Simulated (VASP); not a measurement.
A run of VASP 6.6.1:

The input INCAR:

```
PREC = Accurate ; ENCUT = 520
EDIFF = 1E-7 ; ISMEAR = 0
SIGMA = 0.02 ; LREAL = F
LASPH = T ; NELM = 100
ALGO = Normal ; ISIF = 2
LWAVE = F ; LCHARG = T
GGA = CA ; LELF = T
LVHAR = T ; NBANDS = 14
```

The input KPOINTS:

```
Automatic mesh
0
Gamma
  8 8 8
```

Contents of POSCAR:

```
NaCl
1.0
    0.0000000000      2.7317948455      2.7317948455
    2.7317948455      0.0000000000      2.7317948455
    2.7317948455      2.7317948455      0.0000000000
Na Cl
1 1
Direct
    0.0000000000      0.0000000000      0.0000000000
    0.5000000000      0.5000000000      0.5000000000
```

Potentials or basis: VASP PAW LDA potentials, release 64 (Na_pv, Cl).

Run with:

```bash
$ cat potpaw_LDA.64/Na_pv/POTCAR potpaw_LDA.64/Cl/POTCAR > POTCAR
$ mpirun -np 1 vasp_std > vasp.out
```

Hardware: 1 thread of Intel Xeon 8259CL, with other jobs on the host.

**Question.** Estimate the wall time of this run.

**Answer.** Wall time 32 s on 1 thread of Intel Xeon 8259CL, on a shared host, peak memory 0.15 GiB. Counts: scf iterations 12, k points 29.
